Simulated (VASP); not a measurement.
Write the native input for VASP 6.6.1 that does the following.

| Property | Result |
| --- | --- |
| Task | single point |
| Functional | LDA |
| Potentials or basis | VASP PAW LDA potentials, release 64 (B, N) |
| Cutoff | 600 eV |
| k mesh | 5 × 5 × 5 |
| Occupations | gaussian, width 0.01 eV |
| Spin | no spin polarisation |
| Dipole correction | no |
| Further INCAR settings | ALGO = Normal; EDIFF = 1e-06; NBANDS = 11 |

The structure of BN lies in POSCAR:

```
BN
1.0
    3.6693000000      0.0000000000      0.0000000000
    2.8161093866      2.3522947121      0.0000000000
    2.8161093866      1.0214188225      2.1189605946
B N
1 1
Direct
    0.9996712000      0.9996712000      0.9996712000
    0.3327618000      0.3327618000      0.3327618000
```

The input as run:

INCAR

```
ALGO     = Normal         # electronic algorithm
EDIFF    = 1E-6           # SCF threshold, eV
ENCUT    = 600            # plane-wave cutoff, eV
GGA_COMPAT= F            
ISIF     = 2              # what is computed and relaxed
ISMEAR   = 0              # smearing method
LASPH    = T              # aspherical terms in the spheres
LCHARG   = T              # write CHGCAR
LELF     = T              # ELF
LREAL    = F              # projectors in reciprocal space
LVHAR    = T            
LWAVE    = F              # write WAVECAR
NBANDS   = 11             # bands
NELM     = 120            # most SCF steps
PREC     = Accurate       # precision mode
SIGMA    = 0.01           # smearing width, eV
```

KPOINTS

```
k-points
0
Gamma
  5 5 5
```

Potentials or basis: VASP PAW LDA potentials, release 64 (B, N).

Command:

```sh
$ cat potpaw_LDA.64/B/POTCAR potpaw_LDA.64/N/POTCAR > POTCAR
$ mpirun -np 1 vasp_std > vasp.out
```

It gave:

```yaml
Pressure: -3.9 GPa
Band_gap_on_the_k_mesh: 4.57 eV, indirect (least direct gap 4.98 eV)
```

Caveat: the k points lie up to 0.59 Å⁻¹ apart.

Wall time 4.9 s on 1 thread of AMD EPYC 9R45 96-Core Processor (Zen 5) (shared host), peak memory 0.11 GiB.
